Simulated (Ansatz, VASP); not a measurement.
**KI: VASP beside Ansatz**

The input POSCAR:

```
KI
1.0
    0.0000000000      3.2425860000      3.3835680000
    3.2425860000      0.0000000000      3.3835680000
    3.2425860000      3.2425860000      0.0000000000
K I
1 1
Direct
    0.0000000000      0.0000000000      0.0000000000
    0.5000000000      0.5000000000      0.5000000000
```

INCAR.step1

```
ALGO = Normal ; EDIFF = 1E-4
ENCUT = 520 ; GGA = PE
ISMEAR = 0 ; LASPH = True
LCHARG = False ; LREAL = False
LWAVE = True ; NBANDS = 15
NELM = 80 ; PREC = Accurate
SIGMA = 0.05
```

INCAR.step2

```
ALGO = Normal ; EDIFF = 1E-7
ENCUT = 520 ; ISIF = 2
ISMEAR = 0 ; ISTART = 1
LASPH = True ; LCHARG = False
LMIXTAU = True ; LREAL = False
LWAVE = False ; METAGGA = R2SCAN
NBANDS = 15 ; NELM = 80
PREC = Accurate ; SIGMA = 0.05
```

File KPOINTS:

```
k-points
0
Gamma
  6 6 6
```

Input for Ansatz:

```yaml
crystal:
  lattice:
    - [0.0, 3.242586, 3.383568]
    - [3.242586, 0.0, 3.383568]
    - [3.242586, 3.242586, 0.0]
  atoms:
    - { symbol: K, position: [0.0, 0.0, 0.0] }
    - { symbol: I, position: [0.5, 0.5, 0.5] }
basis:
  ecutwfc: 500
kpoints:
  mp_grid: { grid: [6, 6, 6] }
hamiltonian:
  xc: r2scan
scf:
  occupations: { method: gaussian, width: 0.05 }
output:
  forces: true
  stress: true
  eigenvalues: true
```

Change from the starting cell: strain -0.080 along x and y, -0.040 along z, atoms carried along.

Alike in both runs: task single point; functional r2SCAN; k mesh 6 × 6 × 6; occupations gaussian, width 0.05 eV; no spin polarisation.

|  | VASP | Ansatz |
| --- | --- | --- |
| version | VASP 6.6.1 | Ansatz 0.2.0 |
| potentials or method | VASP PAW PBE potentials, release 64 (K_sv, I), cutoff 520 eV | scalar-relativistic, plane waves, PAW |
| valence electrons in the cell | 16 | 26 |

|  | VASP | Ansatz | Ansatz less VASP |
| --- | --- | --- | --- |
| gap on the k mesh at the Fermi level (eV) | 4.86 | 4.87 | +0.011 |
| least direct gap on the mesh (eV) | 5.21 | 5.22 | +0.004 |
| pressure (GPa) | 5.1 | 5.0 | -0.04 |
| traceless stress, the component that is largest in VASP (GPa) | -2.06 | -2.04 | +0.019 |

VASP's potentials were made for PBE, not for r2SCAN. With one functional, cell and mesh, what is left measures potentials, basis and numerics. VASP's potentials hold 16 valence electrons a cell and Ansatz's 26, so a difference there can come from the potentials and not from the codes.

Spin-orbit coupling is off throughout.
